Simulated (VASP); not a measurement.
# AlNi (Cmmm) in VASP: a series of runs

AlNi is run at these levels: PBE; tasks: single point.

All numbers are computed with VASP 6.6.1; they aren't measurements. Logs are shortened: lines on timing, memory, paths and dates and some standing lists are left out, and cuts for length are marked.

## 1. The cell of the first run

It takes space group Cmmm (No. 65, orthorhombic). Conventional cell: a = 4.040 Å, b = 4.143 Å, c = 2.893 Å, α = 90.00°, β = 90.00°, γ = 90.00°. Al (site symmetry mmm) has 8 Ni at 2.48 to 2.53 Å and 6 Al at 2.89 Å within 3.3 Å. Ni (site symmetry mmm) has 8 Al at 2.48 to 2.53 Å and 6 Ni at 2.89 Å within 3.3 Å.

## 2. Single point, PBE (strain +0.0250 x Voigt [0, 0, 0, 0, 1, 0])

INCAR reads:

```
ALGO = Fast
EDIFF = 1E-6
ENCUT = 520
GGA = PE
ISIF = 2
ISMEAR = 0
LASPH = T
LCHARG = T
LELF = T
LREAL = F
LVHAR = T
LWAVE = F
NBANDS = 14
NELM = 100
PREC = Accurate
SIGMA = 0.15
```

KPOINTS reads:

```
k-points
0
Gamma
  20 20 20
```

POSCAR reads:

```
AlNi
1.0
    2.8930835326      0.0000000000      0.0361635442
    0.0000000000      2.8930835326      0.0000000000
    0.0361635442      0.0000000000      2.8930835326
Al Ni
1 1
Direct
    0.0000000000      0.0000000000      0.0000000000
    0.5000000000      0.5000000000      0.5000000000
```

Potentials or basis: VASP PAW PBE potentials, release 64 (Al, Ni).

Launch:

```
$ cat potpaw_PBE.64/Al/POTCAR potpaw_PBE.64/Ni/POTCAR > POTCAR
$ mpirun -np 1 vasp_std > vasp.out
```

OUTCAR:

```text
EDIFF = 1E-6
   ENCUT = 520
   GGA = PE
   ISIF = 2
   ISMEAR = 0
   LASPH = T
   LREAL = F
   NELM = 100
   PREC = Accurate

 ion  position               nearest neighbor table
   1  0.000  0.000  0.000-   2 2.48   2 2.48   2 2.48   2 2.48   2 2.53   2 2.53   2 2.53   2 2.53

   2  0.500  0.500  0.500-   1 2.48   1 2.48   1 2.48   1 2.48   1 2.53   1 2.53   1 2.53   1 2.53

  LATTYP: Found a base centered orthorhombic cell.
 ALAT       =     4.0402949942
 B/A-ratio  =     1.0253164557
 C/A-ratio  =     0.7160574999

  Lattice vectors:

 A1 = (  -2.8930835326,   0.0000000000,  -0.0361635442)
 A2 = (   0.0361635442,   0.0000000000,   2.8930835326)
 A3 = (   0.0000000000,   2.8930835326,   0.0000000000)

Analysis of symmetry for initial positions (statically):
=====================================================================
 Subroutine PRICEL returns:
 Original cell was already a primitive cell.

 Routine SETGRP: Setting up the symmetry group for a
 base centered orthorhombic supercell.

 Subroutine GETGRP returns: Found  8 space group operations
 (whereof  8 operations were pure point group operations)
 out of a pool of  8 trial point group operations.

The static configuration has the point symmetry D_2h.

Analysis of symmetry for dynamics (positions and initial velocities):
=====================================================================
 Subroutine PRICEL returns:
 Original cell was already a primitive cell.

 Routine SETGRP: Setting up the symmetry group for a
 base centered orthorhombic supercell.

 Subroutine GETGRP returns: Found  8 space group operations
 (whereof  8 operations were pure point group operations)
 out of a pool of  8 trial point group operations.

The dynamic configuration has the point symmetry D_2h.

 Subroutine INISYM returns: Found  8 space group operations
 (whereof  8 operations are pure point group operations),
 and found     1 'primitive' translations

----------------------------------------------------------------------------------------

                                     Primitive cell

  volume of cell :      24.2111

  direct lattice vectors                    reciprocal lattice vectors
     2.893083533  0.000000000  0.036163544     0.345705979  0.000000000 -0.004321325
     0.000000000  2.893083533  0.000000000     0.000000000  0.345651962  0.000000000
     0.036163544  0.000000000  2.893083533    -0.004321325  0.000000000  0.345705979

  length of vectors
     2.893309546  2.893083533  2.893309546     0.345732986  0.345651962  0.345732986

  position of ions in fractional coordinates (direct lattice)
     0.000000000  0.000000000  0.000000000
     0.500000000  0.500000000  0.500000000

  ion indices of the primitive-cell ions
   primitive index   ion index
                 1           1
                 2           2

----------------------------------------------------------------------------------------

 KPOINTS: k-points

Automatic generation of k-mesh.
 Grid dimensions read from file:
 generate k-points for:   20   20   20

 Generating k-lattice:

  Cartesian coordinates                     Fractional coordinates (reciprocal lattice)
     0.017285299  0.000000000 -0.000216066     0.050000000  0.000000000  0.000000000
     0.000000000  0.017282598  0.000000000     0.000000000  0.050000000  0.000000000
    -0.000216066  0.000000000  0.017285299     0.000000000  0.000000000  0.050000000

  Length of vectors
     0.017286649  0.017282598  0.017286649

  Shift w.r.t. Gamma in fractional coordinates (k-lattice)
     0.000000000  0.000000000  0.000000000

 Subroutine IBZKPT returns following result:
 ===========================================

 Found   1221 irreducible k-points:

 Following reciprocal coordinates:
            Coordinates               Weight
  0.000000  0.000000  0.000000      1.000000
  0.050000  0.000000  0.000000      4.000000
  0.100000  0.000000  0.000000      4.000000
  0.150000  0.000000  0.000000      4.000000
  0.200000  0.000000  0.000000      4.000000
  0.250000  0.000000  0.000000      4.000000
[... 16 lines left out ...]
  0.000000  0.100000  0.000000      2.000000
  0.050000  0.100000  0.000000      8.000000
 [... further k-points ...]
   k-points           NKPTS =   1221   k-points in BZ     NKDIM =   1221   number of bands    NBANDS=     14
   number of dos      NEDOS =    301   number of ions     NIONS =      2
   total plane-waves  NPLWV =  13824
   dimension x,y,z NGX =    24 NGY =   24 NGZ =   24
   dimension x,y,z NGXF=    48 NGYF=   48 NGZF=   48
   ions per type =               1   1
   NGX,Y,Z   is equivalent  to a cutoff of  13.79, 13.79, 13.79 a.u.
   NGXF,Y,Z  is equivalent  to a cutoff of  27.58, 27.58, 27.58 a.u.
 SYSTEM =  unknown system
   PREC   = accura    normal or accurate (medium, high low for compatibility)
   ISTART =      0    job   : 0-new  1-cont  2-samecut
   ICHARG =      2    charge: 1-file 2-atom 10-const
   ISPIN  =      1    spin polarized calculation?
   LNONCOLLINEAR =      F non collinear calculations
   LSORBIT =      F    spin-orbit coupling
   LASPH  =      T    aspherical Exc in radial PAW
   ENCUT  =  520.0 eV  38.22 Ry    6.18 a.u.   5.38  5.38  5.38*2*pi/ulx,y,z
   NELM   =    100;   NELMIN=  2; NELMDL= -5     # of ELM steps
   EDIFF  = 0.1E-05   stopping-criterion for ELM
   LREAL  =      F    real-space projection
   EDIFFG = 0.1E-04   stopping-criterion for IOM
   NSW    =      0    number of steps for IOM
   IBRION =     -1    ionic relax: 0-MD 1-quasi-New 2-CG
   NFREE  =      0    steps in history (QN), initial steepest desc. (CG)
   ISIF   =      2    stress and relaxation
   ISYM   =      2    0-nonsym 1-usesym 2-fastsym
   POTIM  = 0.5000    time-step for ionic-motion
   TEBEG  =    0.0;   TEEND  =   0.0 temperature during run
   PSTRESS=    0.0 pullay stress
   NELECT =      13.0000    total number of electrons
   NUPDOWN=      -1.0000    fix difference up-down
   EMIN   =  10.00;   EMAX   =-10.00  energy-range for DOS
   EFERMI =   0.00;   METHOD = LEGACY
   ISMEAR =     0;   SIGMA  =   0.15  broadening in eV -4-tet -1-fermi 0-gaus
   EFERMI_NEDOS =   21; number of points for ismear=-14 and -15
   IALGO  =     68    algorithm
   IMIX   =      4    mixing-type and parameters
     AMIX     =   0.40;   BMIX     =  1.00
     AMIX_MAG =   1.60;   BMIX_MAG =  1.00
  volume/ion in A,a.u.               =      12.11        81.69
  Fermi-wavevector in a.u.,A,eV,Ry     =   1.330610  2.514489 24.089444  1.770524
  Thomas-Fermi vector in A             =   2.459684
   LORBIT       =      0    0 simple, 1 ext, 2 COOP (PROOUT), +10 PAW based schemes
   GGA     = PE    functional components
   LHFCALC =     F    Hartree Fock is set to
   AEXX    =    0.0000 exact exchange contribution
   IVDW    =     0    specifies the selected vdW correction
   LEPSILON=     F    determine dielectric tensor
   LRPA    =     F    only Hartree local field effects (RPA)
 non-spin polarized calculation
 RMM-DIIS sequential band-by-band and
 Gauss-broadening in eV      SIGMA  =   0.15
  energy-cutoff  :      520.00
  volume of cell :       24.21
 maximum number of plane-waves:       671
 NGX is ok and might be reduce to    24
   NGX = 11   NGY = 11   NGZ = 11

 number of electron      13.0000013 magnetization

 Free energy of the ion-electron system (eV)
  ---------------------------------------------------
  ext. energy  EPLUGINS =         0.00000000
  ---------------------------------------------------
  free energy    TOTEN  =       -10.53757679 eV

  energy without entropy =      -10.52763622  energy(sigma->0) =      -10.53260650

 E-fermi :   9.8606     XC(G=0): -11.9885

 val. band max:        9.8599943907   @ k =  -0.3000   0.3500   0.0500
 cond. band min:       9.8620688278   @ k =   0.4000   0.5000   0.3500
 fundamental gap:      0.0020744371
 Fermi energy:         9.8606315307

 k-point     1 :       0.0000    0.0000    0.0000
  band No.  band energies     occupation
      1      -1.1843      2.00000
      2       6.6952      2.00000
      3       6.6987      2.00000
      4       8.3151      2.00000
      5       8.3448      2.00000
      6       8.3782      2.00000
      7      15.2309      0.00000
      8      15.3085      0.00000
      9      15.4027      0.00000
     10      17.9501      0.00000
     11      17.9540      0.00000
     12      23.3852      0.00000
     13      30.5973      0.00000
     14      30.6634      0.00000

 k-point     2 :       0.0500    0.0000    0.0000
  band No.  band energies     occupation
      1      -1.1387      2.00000
      2       6.6945      2.00000
      3       6.7069      2.00000
      4       8.3044      2.00000
      5       8.3249      2.00000
      6       8.3711      2.00000
      7      14.7641      0.00000
      8      15.3691      0.00000
      9      15.3869      0.00000
     10      17.9545      0.00000
     11      18.4493      0.00000
     12      23.5458      0.00000
     13      29.9341      0.00000
     14      30.0500      0.00000

 k-point     3 :       0.1000    0.0000    0.0000
  band No.  band energies     occupation
      1      -1.0019      2.00000
      2       6.6797      2.00000
      3       6.7380      2.00000
      4       8.2596      2.00000
      5       8.2685      2.00000
      6       8.3651      2.00000
      7      13.7179      0.00000
      8      15.5481      0.00000
      9      15.5568      0.00000
     10      17.9648      0.00000
     11      19.3441      0.00000
     12      24.0506      0.00000
     13      28.7671      0.00000
     14      28.9025      0.00000
[... 324 lines left out ...]
 k-point    23 :       0.0000    0.1000    0.0000
  band No.  band energies     occupation
      1      -1.0020      2.00000
      2       6.6773      2.00000
      3       6.7405      2.00000
      4       8.2363      2.00000
      5       8.3036      2.00000
      6       8.3530      2.00000
      7      13.7145      0.00000
      8      15.4737      0.00000
      9      15.6388      0.00000
     10      17.9669      0.00000
     11      19.3401      0.00000
     12      24.0486      0.00000
     13      28.8735      0.00000
     14      28.9335      0.00000

 k-point    24 :       0.0500    0.1000    0.0000
  band No.  band energies     occupation
      1      -0.9565      2.00000
      2       6.6863      2.00000
      3       6.7412      2.00000
      4       8.2237      2.00000
      5       8.2944      2.00000
      6       8.3353      2.00000
      7      13.7487      0.00000
      8      15.0187      0.00000
      9      15.6244      0.00000
     10      18.3161      0.00000
     11      19.5324      0.00000
     12      24.1772      0.00000
     13      28.2552      0.00000
     14      28.9256      0.00000

 [... further k-points ...]

------------------------ aborting loop because EDIFF is reached ----------------------------------------

  FORCE on cell =-STRESS in cart. coord.  units (eV):
  Direction    XX          YY          ZZ          XY          YZ          ZX
  --------------------------------------------------------------------------------------
  -------------------------------------------------------------------------------------
  Total       -0.0150238     -0.0090792     -0.0150238      0.0000000      0.0000000     -0.4365941
  in kB       -0.9942010     -0.6008182     -0.9942010      0.0000000      0.0000000    -28.8917207
  external PRESSURE =      -0.8630734 kB  Pullay stress =       0.0000000 kB

 VOLUME and BASIS-vectors are now :
 -----------------------------------------------------------------------------
  energy-cutoff  :      520.00
  volume of cell :       24.21
      direct lattice vectors                 reciprocal lattice vectors
     2.893083533  0.000000000  0.036163544     0.345705979  0.000000000 -0.004321325
     0.000000000  2.893083533  0.000000000     0.000000000  0.345651962  0.000000000
     0.036163544  0.000000000  2.893083533    -0.004321325  0.000000000  0.345705979

 POSITION                                       TOTAL-FORCE (eV/Angst)
 -----------------------------------------------------------------------------------
      0.00000      0.00000      0.00000        -0.000000      0.000000     -0.000000
      1.46462      1.44654      1.46462         0.000000      0.000000      0.000000
 -----------------------------------------------------------------------------------
    total drift:                                0.000000      0.000000     -0.000000

  FREE ENERGIE OF THE ION-ELECTRON SYSTEM (eV)
  ---------------------------------------------------
  free  energy   TOTEN  =       -10.5375767930 eV

  energy  without entropy=      -10.5276362170  energy(sigma->0) =      -10.53260650
```

It took 2 min on 1 thread of Intel Xeon 6975P-C (Granite Rapids), shared host; peak memory 0.51 GiB.

What came out:

```yaml
Free_energy: -10.5376 eV
Pressure: -0.1 GPa
Band_gap_on_the_k_mesh: zero (an odd number of electrons rules out a gap without spin polarisation)
```

Caveat: the cell differs from its parent crystal (strain +0.0250 x Voigt [0, 0, 0, 0, 1, 0]). Spin polarisation is off, so any magnetic state and its effect on volume and gap are missing.

## 3. Single point, PBE (strain +0.0150 x Voigt [0, 0, 0, 0, 1, 0])

INCAR reads:

```
  PREC = Accurate
  ENCUT = 520
  EDIFF = 1E-6
  ISMEAR = 0
  SIGMA = 0.15
  LREAL = F
  LASPH = T
  NELM = 60
  ALGO = Fast
  ISIF = 2
  LWAVE = F
  LCHARG = F
  GGA = PE
  NBANDS = 14
```

KPOINTS reads:

```
regular mesh
0
Gamma
  20 20 20
```

POSCAR reads:

```
AlNi
1.0
    2.8930835326      0.0000000000      0.0216981265
    0.0000000000      2.8930835326      0.0000000000
    0.0216981265      0.0000000000      2.8930835326
Al Ni
1 1
Direct
    0.0000000000      0.0000000000      0.0000000000
    0.5000000000      0.5000000000      0.5000000000
```

Potentials or basis: VASP PAW PBE potentials, release 64 (Al, Ni).

Launch:

```
$ cat potpaw_PBE.64/Al/POTCAR potpaw_PBE.64/Ni/POTCAR > POTCAR
$ mpirun -np 1 vasp_std > vasp.out
```

It took 2 min on 1 thread of Intel Xeon 6975P-C (Granite Rapids), shared host; peak memory 0.51 GiB.

The run converged. Its results:

```yaml
Free_energy: -10.5411 eV
Pressure: -0.2 GPa
Band_gap_on_the_k_mesh: zero (an odd number of electrons rules out a gap without spin polarisation)
```

Stress tensor (GPa, compression positive):
```
-0.16  0.00 -1.73
 0.00 -0.15  0.00
-1.73  0.00 -0.16
```

Levels at points of the mesh, in eV from the Fermi level:
```csv
k point,band 3,band 4,band 5,band 6,band 7,band 8,band 9,band 10,band 11,band 12
"(0.00, 0.00, 0.00)",-3.16,-1.53,-1.51,-1.49,5.40,5.45,5.50,8.09,8.09,13.52
"(0.50, 0.00, 0.00)",-2.70,-2.20,-2.20,-1.43,-0.63,8.25,9.96,9.97,10.75,10.76
"(0.00, 0.50, 0.00)",-2.70,-2.23,-2.18,-1.43,-0.63,8.27,9.91,10.01,10.76,10.77
"(0.50, 0.50, 0.00)",-2.85,-2.85,-2.03,-2.03,-0.99,1.46,2.41,12.12,15.00,15.03
"(0.50, 0.00, 0.50)",-2.95,-2.74,-2.04,-2.02,-0.99,1.45,2.43,12.13,14.94,15.10
"(0.50, 0.50, 0.50)",-4.01,-0.97,-0.97,1.92,2.00,2.12,3.60,4.31,4.39,4.48
```

Caveat: the cell differs from its parent crystal (strain +0.0150 x Voigt [0, 0, 0, 0, 1, 0]). Spin polarisation is off, so any magnetic state and its effect on volume and gap are missing.

## 4. Single point, PBE (strain +0.0050 x Voigt [0, 0, 0, 0, 1, 0])

INCAR reads:

```
PREC = Accurate ; ENCUT = 520
EDIFF = 1E-6 ; ISMEAR = 0
SIGMA = 0.15 ; LREAL = F
LASPH = T ; NELM = 80
ALGO = Fast ; ISIF = 2
LWAVE = F ; LCHARG = T
GGA = PE ; LELF = T
LVHAR = T ; NBANDS = 14
```

KPOINTS is that of step 3.

POSCAR reads:

```
AlNi
1.0
    2.8930835326      0.0000000000      0.0072327088
    0.0000000000      2.8930835326      0.0000000000
    0.0072327088      0.0000000000      2.8930835326
Al Ni
1 1
Direct
    0.0000000000      0.0000000000      0.0000000000
    0.5000000000      0.5000000000      0.5000000000
```

Launch:

```
$ cat potpaw_PBE.64/Al/POTCAR potpaw_PBE.64/Ni/POTCAR > POTCAR
$ mpirun -np 1 vasp_std > vasp.out
```

Wall time 2 min (1 thread of Intel Xeon 6975P-C (Granite Rapids), shared host); peak memory 0.51 GiB.

Results (log left out):

```
Free energy            : -10.5428 eV
Pressure               : -0.1 GPa
Band gap on the k mesh : zero (an odd number of electrons rules out a gap without spin polarisation)
```

Stress tensor (GPa, compression positive):
```
-0.11  0.00 -0.58
 0.00 -0.11  0.00
-0.58  0.00 -0.11
```

Levels at points of the mesh, in eV from the Fermi level:
| k point | band 4 | band 5 | band 6 | band 7 | band 8 | band 9 | band 10 | band 11 |
| --- | --- | --- | --- | --- | --- | --- | --- | --- |
| (0.00, 0.00, 0.00) | -1.52 | -1.51 | -1.51 | 5.43 | 5.45 | 5.47 | 8.09 | 8.09 |
| (0.50, 0.00, 0.00) | -2.20 | -2.20 | -1.43 | -0.63 | 8.27 | 9.96 | 9.96 | 10.76 |
| (0.00, 0.50, 0.00) | -2.21 | -2.19 | -1.43 | -0.63 | 8.27 | 9.95 | 9.98 | 10.76 |
| (0.50, 0.50, 0.00) | -2.85 | -2.03 | -2.03 | -0.99 | 1.46 | 2.41 | 12.13 | 15.03 |
| (0.50, 0.00, 0.50) | -2.81 | -2.04 | -2.03 | -0.99 | 1.46 | 2.41 | 12.14 | 15.01 |
| (0.50, 0.50, 0.50) | -0.96 | -0.96 | 1.99 | 2.02 | 2.05 | 3.58 | 4.36 | 4.39 |

Caveat: the cell differs from its parent crystal (strain +0.0050 x Voigt [0, 0, 0, 0, 1, 0]). Spin polarisation is off, so any magnetic state and its effect on volume and gap are missing.

## 5. Overview

```tsv
cell	gap on the mesh (eV)	pressure (GPa)
a = 2.893 Å, angles 90.0, 88.6, 90.0°, 2 atoms	none	-0.1
a = 2.893 Å, angles 90.0, 89.1, 90.0°, 2 atoms	none	-0.2
a = 2.893 Å, angles 90.0, 89.7, 90.0°, 2 atoms	none	-0.1
```

Alike in all rows: task single point; level PBE; potentials or basis VASP PAW PBE potentials, release 64 (Al, Ni); no spin polarisation; k mesh 20 × 20 × 20; cutoff (eV) 520; smearing gaussian 0.15 eV.

Absolute energies hang on the potentials; compare differences alone.
